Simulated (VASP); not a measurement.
**BN: single point with PBEsol**

The system is BN.

```
B N
1.0
     2.54109   -0.00001    0.00000
    -1.27055    2.20066    0.00000
     0.00000    0.00000    4.20335
B N
2 2
Cartesian
  1.2705 0.7335 4.2022
  0.0000 1.4671 2.1006
  1.2705 0.7335 2.6282
  0.0000 1.4671 0.5265
```

This cell differs from its parent crystal: all B atoms moved 0.1 Å in one direction, then relaxed in part.

| Quantity | Value |
| --- | --- |
| Program | VASP 6.6.1 |
| Task | single point |
| Functional | PBEsol |
| Potentials or basis | VASP PAW PBE potentials, release 64 (B, N) |
| Cutoff | 520 eV |
| k mesh | 12 × 12 × 6 |
| Occupations | gaussian, width 0.05 eV |
| Spin | no spin polarisation |

```yaml
Pressure: 0.6 GPa
Largest_force: 0.003 eV/Å
Band_gap_on_the_k_mesh: 4.95 eV, indirect (least direct gap 8.22 eV)
```

Forces on the atoms (eV/Å):
```
B    0.000  0.000 -0.003
B    0.000  0.000 -0.003
N    0.000  0.000  0.003
N    0.000  0.000  0.003
```

Levels at points of the mesh, in eV from the valence-band top:
```csv
k point,band 5,band 6,band 7,band 8,band 9,band 10,band 11,band 12
"(0.00, 0.00, 0.00)",-2.15,-0.28,0.00,0.00,8.33,8.33,8.57,9.54
"(0.50, 0.00, 0.00)",-6.99,-5.05,-4.51,-2.13,6.58,7.82,10.55,11.43
"(0.00, 0.00, 0.50)",-1.19,-1.19,-1.19,-1.19,9.47,9.47,9.89,9.89
"(0.50, 0.00, 0.50)",-3.82,-3.82,-3.61,-3.61,6.46,6.46,9.97,9.97
```

It took 29 s on 1 thread of AMD EPYC 9R45 (shared host), peak memory 0.11 GiB.

Caveat: the cell differs from its parent crystal (all B atoms moved 0.1 Å in one direction, then relaxed in part); the PAW data sets were made with another functional, which shifts forces and pressure a little. A k mesh can miss the band edges.
